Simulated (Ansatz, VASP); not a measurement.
One calculation of WC, two programs

File INCAR:

```
ALGO = Normal
EDIFF = 1E-8
ENCUT = 910
GGA = PE
GGA_COMPAT = F
ISIF = 2
ISMEAR = -1
LASPH = T
LCHARG = F
LEFG = T
LREAL = F
LWAVE = F
NBANDS = 16
NELM = 120
PREC = Accurate
SIGMA = 0.05
```

Contents of KPOINTS:

```
k-points
0
Gamma
  13 13 12
```

POSCAR

```
WC
1.0
    2.9101377242      0.0000000000      0.0000000000
   -1.4550688621      2.5202531977      0.0000000000
    0.0000000000      0.0000000000      2.8383987401
W C
1 1
Direct
    0.0000000000      0.0000000000      0.0000000000
    0.6666666667      0.3333333333      0.5000000000
```

Input for Ansatz:

```yaml
crystal:
  lattice:
    - [2.9101377242, 0.0, 0.0]
    - [-1.4550688621, 2.5202531977, 0.0]
    - [0.0, 0.0, 2.8383987401]
  atoms:
    - { symbol: W, position: [0.0, 0.0, 0.0] }
    - { symbol: C, position: [0.6666666667, 0.3333333333, 0.5] }
kpoints:
  mp_grid: { grid: [13, 13, 12] }
scf:
  occupations: { method: fermi_dirac, width: 0.05 }
hamiltonian:
  xc: pbe
  pseudopotentials: { kind: paw }
output:
  forces: true
  stress: true
  eigenvalues: true
  efg: { contact_densities: true }
```

Change from the starting cell: volume scaled by 1.01, PAW files.

Alike in both runs: task electric field gradients; functional PBE; k mesh 13 × 13 × 12; occupations fermi-dirac, width 0.05 eV; no spin polarisation.

|  | VASP | Ansatz |
| --- | --- | --- |
| version | VASP 6.6.1 | Ansatz 0.2.0 |
| potentials or method | VASP PAW PBE potentials, release 64 (W_sv, C_h) | PAW with Ansatz's default frozen-core files, scalar-relativistic |
| plane-wave cutoff (eV) | 910 | 420 |
| valence electrons in the cell | 18 | 18 |

```csv
,VASP,Ansatz,Ansatz less VASP
size of Vzz on the site where it differs most (V/Å²),140.5,136.5,-4.03
```

The functional is the same, so the differences come from potentials, cutoffs and numerics.

Spin-orbit coupling is off throughout. Noted on VASP's run: the cutoff is short for stress, so the pressure is rough.
